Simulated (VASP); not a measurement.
A run of VASP 6.6.1 is set up as follows.

The input INCAR:

```
  PREC = Accurate
  ENCUT = 520
  EDIFF = 1E-7
  ISMEAR = 0
  SIGMA = 0.01
  LREAL = F
  LASPH = T
  NELM = 80
  ALGO = Normal
  ISIF = 2
  LWAVE = F
  LCHARG = F
  NBANDS = 11
```

Contents of KPOINTS:

```
regular mesh
0
Gamma
  12 12 12
```

File POSCAR:

```
C
1.0
    1.2224302368      0.7057704263      3.3362570191
   -1.2224302368      0.7057704263      3.3362570191
    0.0000000000     -1.4115408525      3.3362570191
C
2
Direct
    0.8333828132      0.8333828132      0.8333828132
    0.1666171868      0.1666171868      0.1666171868
```

Potentials or basis: VASP PAW LDA potentials, release 64 (C).

Command:

```bash
$ cat potpaw_LDA.64/C/POTCAR > POTCAR
$ mpirun -np 1 vasp_std > vasp.out
```

Question: Estimate the pressure.

Answer: 0.8 GPa.

Question: Predict the largest force.

Answer: 0.013 eV/Å.

Forces in eV/Å, atoms in the order of the input:
```
C    0.000  0.000  0.013
C    0.000  0.000 -0.013
```
